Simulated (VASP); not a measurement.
# MgI2 in VASP: settings compared, part 2 of 2

VASP 6.6.1.

## 4. Single point, r2SCAN (biaxial xy strain +1.5%)

Contents of POSCAR:

```
MgI2
1.0
    4.2195712571      0.0000000000      0.0000000000
   -2.1097856285      3.6542559017      0.0000000000
    0.0000000000      0.0000000000      6.8733253065
Mg I
1 2
Direct
    0.0000000000      0.0000000000      0.0000000000
    0.3333333333      0.6666666667      0.2399819442
    0.6666666667      0.3333333333      0.7600180558
```

Contents of INCAR.step1:

```
SYSTEM = MgI2
ALGO = Normal
EDIFF = 1E-4
ENCUT = 520
GGA = PE
ISMEAR = 0
LASPH = .TRUE.
LCHARG = .FALSE.
LREAL = .FALSE.
LWAVE = .TRUE.
NBANDS = 15
NELM = 100
PREC = Accurate
SIGMA = 0.01
```

Contents of INCAR.step2:

```
SYSTEM = MgI2
ALGO = Normal
EDIFF = 1E-6
ENCUT = 520
ISIF = 2
ISMEAR = 0
ISTART = 1
LASPH = .TRUE.
LCHARG = .TRUE.
LELF = .TRUE.
LMIXTAU = .TRUE.
LREAL = .FALSE.
LVHAR = .TRUE.
LWAVE = .FALSE.
METAGGA = R2SCAN
NBANDS = 15
NELM = 100
PREC = Accurate
SIGMA = 0.01
```

Contents of KPOINTS:

```
k-points
0
G
  12 12 4
  0 0 0
```

Potentials or basis: VASP PAW PBE potentials, release 64 (Mg, I).

Started as:

```sh
$ cat potpaw_PBE.64/Mg/POTCAR potpaw_PBE.64/I/POTCAR > POTCAR
$ cp INCAR.step1 INCAR
$ mpirun -np 1 vasp_std > vasp.out
$ cp INCAR.step2 INCAR
$ mpirun -np 1 vasp_std > vasp.out
```

OUTCAR:

```text
SYSTEM = MgI2
   EDIFF = 1E-6
   ENCUT = 520
   ISIF = 2
   ISMEAR = 0
   ISTART = 1
   LASPH = .TRUE.
   LREAL = .FALSE.
   METAGGA = R2SCAN
   NELM = 100
   PREC = Accurate

 ion  position               nearest neighbor table
   1  0.000  0.000  0.000-   2 2.94   3 2.94   2 2.94   3 2.94   3 2.94   2 2.94
   2  0.333  0.667  0.240-   1 2.94   1 2.94   1 2.94
   3  0.667  0.333  0.760-   1 2.94   1 2.94   1 2.94

  LATTYP: Found a hexagonal cell.
 ALAT       =     4.2195712571
 C/A-ratio  =     1.6289155669

  Lattice vectors:

 A1 = (   4.2195712571,   0.0000000000,   0.0000000000)
 A2 = (  -2.1097856285,   3.6542559017,   0.0000000000)
 A3 = (   0.0000000000,   0.0000000000,   6.8733253065)

Analysis of symmetry for initial positions (statically):
=====================================================================
 Subroutine PRICEL returns:
 Original cell was already a primitive cell.

 Routine SETGRP: Setting up the symmetry group for a
 hexagonal supercell.

 Subroutine GETGRP returns: Found 12 space group operations
 (whereof 12 operations were pure point group operations)
 out of a pool of 24 trial point group operations.

[... 173 lines left out ...]
      1     -10.6138      2.00000
      2      -9.8759      2.00000
      3      -1.6675      2.00000
      4       1.1817      2.00000
      5       1.1817      2.00000
      6       1.5803      2.00000
      7       1.5803      2.00000
      8       1.7955      2.00000
      9       6.0688      0.00000
     10       7.0491      0.00000
     11       8.8927      0.00000
     12       8.8927      0.00000
     13       9.9530      0.00000
     14      10.4258      0.00000
[... 401 lines left out ...]
      2      -9.8867      2.00000
      3      -1.2526      2.00000
      4       0.3841      2.00000
      5       0.6087      2.00000
      6       0.9444      2.00000
      7       1.4051      2.00000
      8       1.4631      2.00000
      9       6.8334      0.00000
     10       7.9282      0.00000
     11       8.7928      0.00000
     12       9.3050      0.00000
     13       9.3923      0.00000
     14      10.0756      0.00000
     15      10.5714      0.00000

 [... further k-points ...]
[... 5 lines left out ...]
  --------------------------------------------------------------------------------------
  -------------------------------------------------------------------------------------
  Total       -0.2967735     -0.2967735      0.2416884     -0.0000000      0.0000000     -0.0000000
  in kB       -4.4864368     -4.4864368      3.6536937     -0.0000000      0.0000000     -0.0000000
  external PRESSURE =      -1.7730600 kB  Pullay stress =       0.0000000 kB

 VOLUME and BASIS-vectors are now :
 -----------------------------------------------------------------------------
  energy-cutoff  :      520.00
  volume of cell :      105.98
      direct lattice vectors                 reciprocal lattice vectors
     4.219571257  0.000000000  0.000000000     0.236990902  0.136826761  0.000000000
    -2.109785629  3.654255902  0.000000000     0.000000000  0.273653523  0.000000000
     0.000000000  0.000000000  6.873325306     0.000000000  0.000000000  0.145489986

 POSITION                                       TOTAL-FORCE (eV/Angst)
 -----------------------------------------------------------------------------------
      0.00000      0.00000      0.00000        -0.000000      0.000000      0.000000
     -0.00000      2.43617      1.64947        -0.000000      0.000000     -0.041711
      2.10979      1.21809      5.22385         0.000000     -0.000000      0.041711
 -----------------------------------------------------------------------------------
    total drift:                               -0.000000      0.000000      0.000000

  FREE ENERGIE OF THE ION-ELECTRON SYSTEM (eV)
  ---------------------------------------------------
  free  energy   TOTEN  =       -56.9279512247 eV

  energy  without entropy=      -56.9279512247  energy(sigma->0) =      -56.92795122
```

Wall time 2.9 min (1 thread of Intel Xeon 6975P-C (Granite Rapids), shared host); peak memory 0.31 GiB.

Results:

```yaml
Free_energy: -56.9280 eV
Pressure: -0.2 GPa
Largest_force: 0.042 eV/Å
Band_gap_on_the_k_mesh: 4.01 eV, indirect (least direct gap 4.27 eV)
```

Forces on the atoms (eV/Å):
```
Mg   0.000  0.000  0.000
I    0.000  0.000 -0.042
I    0.000  0.000  0.042
```

Stress tensor (GPa, compression positive):
```
-0.45  0.00  0.00
 0.00 -0.45  0.00
 0.00  0.00  0.37
```

Levels at points of the mesh, in eV from the valence-band top:
```csv
k point,band 4,band 5,band 6,band 7,band 8,band 9,band 10,band 11,band 12,band 13
"(0.00, 0.00, 0.00)",-0.61,-0.61,-0.22,-0.22,0.00,4.27,5.25,7.10,7.10,8.16
"(0.50, 0.00, 0.00)",-2.81,-1.84,-1.51,-0.91,-0.55,4.09,5.89,6.05,7.44,8.71
"(0.00, 0.00, 0.50)",-1.38,-0.52,-0.52,-0.31,-0.31,5.14,5.36,6.91,6.91,8.27
"(0.50, 0.00, 0.50)",-3.19,-1.35,-1.13,-0.81,-0.78,4.05,5.76,6.29,6.65,8.25
```

Caveat: the cell differs from its parent crystal (biaxial xy strain +1.5%); the PAW data sets were made with another functional, which shifts forces and pressure a little; spin-orbit coupling is left out, which moves the levels of the heavy elements. A k mesh can miss the band edges.

## 5. Overview

| level | cell | smearing | gap on the mesh (eV) | pressure (GPa) |
| --- | --- | --- | --- | --- |
| PBE | a = 4.220, b = 4.220, c = 6.873 Å, angles 90.0, 90.0, 120.0°, 3 atoms | fermi-dirac 0.02 eV | 3.42 | 0.4 |
| PBE | a = 4.157, b = 4.167, c = 6.873 Å, angles 90.0, 90.0, 120.2°, 3 atoms | fermi-dirac 0.02 eV | 3.49 | 1.1 |
| r2SCAN | a = 4.220, b = 4.220, c = 6.873 Å, angles 90.0, 90.0, 120.0°, 3 atoms | gaussian 0.01 eV | 4.01 | -0.2 |

Alike in all rows: task single point; potentials or basis VASP PAW PBE potentials, release 64 (Mg, I); no spin polarisation; k mesh 12 × 12 × 4; cutoff (eV) 520.

Caveats: spin-orbit coupling is left out, which moves the levels of the heavy elements; this functional lacks dispersion, which binds the layers, so the pressure and a relaxed spacing across them are unreliable (some runs); the PAW data sets were made with another functional, which shifts forces and pressure a little (some runs).

Absolute energies hang on the potentials; compare differences alone.
